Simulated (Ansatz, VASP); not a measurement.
Zr2O: VASP beside Ansatz

```xyz
6
Lattice="3.3364 0.0000 0.0000 0.0000 3.3364 0.0000 0.0000 0.0000 10.1308" Properties=species:S:1:pos:R:3 pbc="T T T"
Zr    0.0000    1.6682    1.2707
Zr    0.0000    1.6682    6.3361
Zr    1.6682    0.0000    3.7946
Zr    1.6682    0.0000    8.8600
O     0.0000    0.0000    0.0000
O     1.6682    1.6682    5.0654
```

Alike in both runs: functional r2SCAN; k mesh 6 × 6 × 2; occupations gaussian, width 0.1 eV; no spin polarisation.

Ansatz relaxed the structure, and its values are those at the end. VASP's run is a single point on that final structure, the one shown.

|  | VASP | Ansatz |
| --- | --- | --- |
| version | VASP 6.6.1 | Ansatz 0.2.0 |
| potentials or method | VASP PAW PBE potentials, release 64 (Zr_sv, O), cutoff 520 eV | scalar-relativistic, plane waves, PAW |
| valence electrons in the cell | 60 | 60 |

Ansatz gave:

- gap on the k mesh at the Fermi level (eV): none
- pressure (GPa): 0.0
- rms of the force components (eV/Å): 0.017

Which values does VASP return?

gap on the k mesh at the Fermi level (eV): none; pressure (GPa): 0.2; rms of the force components (eV/Å): 0.035.

VASP's potentials were made for PBE, not for r2SCAN. A gap of «none» marks a metal or a gap that the smearing closes. The functional is the same, so the differences come from potentials, cutoffs and numerics.
